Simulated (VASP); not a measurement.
# MgTe4 (R-3m) in VASP: further runs, part 3 of 3

VASP 6.6.1.

## 6. Relaxation of cell and atoms, PBE

INCAR reads:

```
PREC     = Accurate       # precision mode
ENCUT    = 600            # plane-wave cutoff, eV
EDIFF    = 1E-6           # SCF threshold, eV
ISMEAR   = 0              # smearing method
SIGMA    = 0.1            # smearing width, eV
LREAL    = F              # projectors in reciprocal space
LASPH    = T              # aspherical terms in the spheres
NELM     = 80             # most SCF steps
ALGO     = Normal         # electronic algorithm
ISIF     = 3              # what is computed and relaxed
LWAVE    = F              # write WAVECAR
LCHARG   = F              # write CHGCAR
GGA      = PE             # functional
IBRION   = 2              # ionic algorithm
NSW      = 100            # ionic steps
EDIFFG   = -0.01          # ionic threshold
```

KPOINTS reads:

```
Automatic mesh
0
Gamma
  6 6 6
```

POSCAR reads:

```
MgTe4
1.0
    3.2743911190      1.8904705940      4.4815601411
   -3.2743911190      1.8904705940      4.4815601411
    0.0000000000     -3.7809411879      4.4815601411
Mg Te
1 4
Direct
    0.0000000000      0.0000000000      0.0000000000
    0.0000000000      0.0000000000      0.5000000000
    0.5000000000      0.0000000000      0.0000000000
    0.0000000000      0.5000000000      0.0000000000
    0.5000000000      0.5000000000      0.5000000000
```

Potentials or basis: VASP PAW PBE potentials, release 64 (Mg, Te).

Command:

```sh
> cat potpaw_PBE.64/Mg/POTCAR potpaw_PBE.64/Te/POTCAR > POTCAR
> mpirun -np 1 vasp_std > vasp.out
```

OUTCAR:

```text
PREC = Accurate
   ENCUT = 600
   EDIFF = 1E-6
   ISMEAR = 0
   LREAL = F
   LASPH = T
   NELM = 80
   ISIF = 3
   GGA = PE
   IBRION = 2
   NSW = 100
   EDIFFG = -0.01

 ion  position               nearest neighbor table
   1  0.000  0.000  0.000-   2 2.93   2 2.93   4 2.93   3 2.93   4 2.93   3 2.93
   2  0.000  0.000  0.500-   1 2.93   1 2.93   3 3.27   4 3.27   4 3.27   3 3.27   5 3.27   5 3.27

   3  0.500  0.000  0.000-   1 2.93   1 2.93   5 3.27   5 3.27   2 3.27   2 3.27   4 3.27   4 3.27

   4  0.000  0.500  0.000-   1 2.93   1 2.93   5 3.27   2 3.27   2 3.27   5 3.27   3 3.27   3 3.27

   5  0.500  0.500  0.500-   3 3.27   4 3.27   3 3.27   4 3.27   2 3.27   2 3.27

  LATTYP: Found a trigonal (rhomboedric) cell.
 ALAT       =     5.8634373507
 COS(alpha) =     0.3762845174

  Lattice vectors:

 A1 = (   3.2743911190,   1.8904705940,   4.4815601411)
 A2 = (  -3.2743911190,   1.8904705940,   4.4815601411)
 A3 = (   0.0000000000,  -3.7809411879,   4.4815601411)

[... 179 lines left out ...]
  free energy    TOTEN  =       -14.17388994 eV

  energy without entropy =      -14.16001082  energy(sigma->0) =      -14.16695038

------------------------ aborting loop because EDIFF is reached ----------------------------------------

  FORCE on cell =-STRESS in cart. coord.  units (eV):
  Direction    XX          YY          ZZ          XY          YZ          ZX
  --------------------------------------------------------------------------------------
  -------------------------------------------------------------------------------------
  Total        1.2440126      1.2440126     -0.4309544      0.0000000     -0.0000000      0.0000000
  in kB       11.9744175     11.9744175     -4.1482118      0.0000000     -0.0000000      0.0000000
  external PRESSURE =       6.6002078 kB  Pullay stress =       0.0000000 kB
[... 143 lines left out ...]
--------------------------------------- Ionic step        5  -------------------------------------------

 number of electron      26.0000002 magnetization

 Free energy of the ion-electron system (eV)
  ---------------------------------------------------
  ext. energy  EPLUGINS =         0.00000000
  ---------------------------------------------------
  free energy    TOTEN  =       -14.18848443 eV

  energy without entropy =      -14.17525311  energy(sigma->0) =      -14.18186877

 E-fermi :   4.7382     XC(G=0):  -8.6364

 val. band max:        4.7221093072   @ k =   0.1667   0.0000   0.0000
 cond. band min:       4.7813438601   @ k =   0.3333   0.3333   0.1667
 fundamental gap:      0.0592345529
 Fermi energy:         4.7382364210

 k-point     1 :       0.0000    0.0000    0.0000
  band No.  band energies     occupation
      1      -8.3479      2.00000
      2      -5.5884      2.00000
      3      -5.5884      2.00000
      4      -5.0772      2.00000
      5      -1.1717      2.00000
      6      -0.4678      2.00000
[... 457 lines left out ...]
      4      -5.1050      2.00000
      5      -0.3911      2.00000
      6       0.7624      2.00000
[... 9 lines left out ...]
     16       6.2507      0.00000
     17       7.7225      0.00000

 [... further k-points ...]
[... 5 lines left out ...]
  --------------------------------------------------------------------------------------
  -------------------------------------------------------------------------------------
  Total        0.0149951      0.0149951      0.0265011     -0.0000000      0.0000000     -0.0000000
  in kB        0.1435795      0.1435795      0.2537499     -0.0000000      0.0000000     -0.0000000
  external PRESSURE =       0.1803030 kB  Pullay stress =       0.0000000 kB
[... 20 lines left out ...]
  FREE ENERGIE OF THE ION-ELECTRON SYSTEM (eV)
  ---------------------------------------------------
  free  energy   TOTEN  =       -14.1884844286 eV

  energy  without entropy=      -14.1752531092  energy(sigma->0) =      -14.18186877

 reached required accuracy - stopping structural energy minimisation
```

Wall time 4.3 min (1 thread of Intel Xeon 6975P-C, shared host); peak memory 0.41 GiB.

What came out:

- Free energy: -14.1885 eV
- Relaxed volume: 33.47 Å³/atom
- Relaxed cell: a = 5.840 Å, b = 5.840 Å, c = 5.840 Å, α = 68.95°, β = 68.95°, γ = 68.95°
- Space group after relaxing (to 0.05 Å): R-3m (No. 166)
- Energy gained by relaxing: 2.9 meV/atom
- Ionic steps: 5
- Pressure after relaxing: 0.0 GPa
- Band gap on the k mesh: zero (band 13 reaches 5.53 eV, above the bottom of band 14 at 3.57 eV)

Step by step:
| step | energy change (eV) | largest force (eV/Å) | pressure (GPa) | volume (Å³) |
| --- | --- | --- | --- | --- |
| 1 | 0.0000 | 0.0000 | 0.66 | 166.45 |
| 2 | -0.0112 | 0.0000 | -0.43 | 169.76 |
| 3 | -0.0121 | 0.0000 | -0.20 | 169.03 |
| 4 | -0.0139 | 0.0000 | -0.11 | 168.26 |
| 5 | -0.0146 | 0.0000 | 0.02 | 167.33 |

Final structure:
```yaml
crystal:
  lattice:
    - [3.30573, 1.90856, 4.42021]
    - [-3.30573, 1.90856, 4.42021]
    - [0.00000, -3.81713, 4.42021]
  atoms:
    - { symbol: Mg, position: [0.00000, 0.00000, 0.00000] }
    - { symbol: Te, position: [0.00000, 0.00000, 0.50000] }
    - { symbol: Te, position: [0.50000, 0.00000, 0.00000] }
    - { symbol: Te, position: [0.00000, 0.50000, 0.00000] }
    - { symbol: Te, position: [0.50000, 0.50000, 0.50000] }
```

Levels at points of the mesh, in eV from the Fermi level:
| k point | band 11 | band 12 | band 13 | band 14 | band 15 | band 16 |
| --- | --- | --- | --- | --- | --- | --- |
| (0.00, 0.00, 0.00) | -0.75 | -0.18 | 0.65 | 0.65 | 0.70 | 3.05 |
| (0.50, 0.00, 0.00) | -1.76 | -1.55 | -1.25 | -1.17 | 1.50 | 1.90 |
| (0.50, 0.50, 0.00) | -1.68 | -1.36 | -1.15 | -0.32 | 1.58 | 1.93 |
| (0.50, 0.50, 0.50) | -0.37 | 0.80 | 0.80 | 0.86 | 2.99 | 2.99 |

Caveat: spin-orbit coupling is left out, which moves the levels of the heavy elements.

## 7. Overview

| task | cell | k mesh | cutoff (eV) | gap on the mesh (eV) | pressure (GPa) | relaxed volume (Å³/atom) |
| --- | --- | --- | --- | --- | --- | --- |
| single point | a = 5.863 Å, angles 67.9°, 5 atoms | 3 × 3 × 3 | 520 | none | -0.1 | - |
| single point | a = 5.943 Å, angles 67.5°, 5 atoms | 3 × 3 × 3 | 520 | none | -1.2 | - |
| relaxation of cell and atoms | relaxed from a = 5.943 Å, angles 67.5°, 5 atoms | 3 × 3 × 3 | 600 | none | 0.0 | 33.21 |
| single point | a = 5.849 Å, angles 68.9°, 5 atoms | 6 × 6 × 6 | 520 | none | -0.1 | - |
| relaxation of cell and atoms | relaxed from a = 5.863 Å, angles 67.9°, 5 atoms | 6 × 6 × 6 | 600 | none | 0.0 | 33.47 |

Alike in all rows: level PBE; potentials or basis VASP PAW PBE potentials, release 64 (Mg, Te); no spin polarisation; smearing gaussian 0.1 eV.

Caveats: some runs use coarse meshes; spin-orbit coupling is left out, which moves the levels of the heavy elements.

Absolute energies hang on the potentials; compare differences alone.
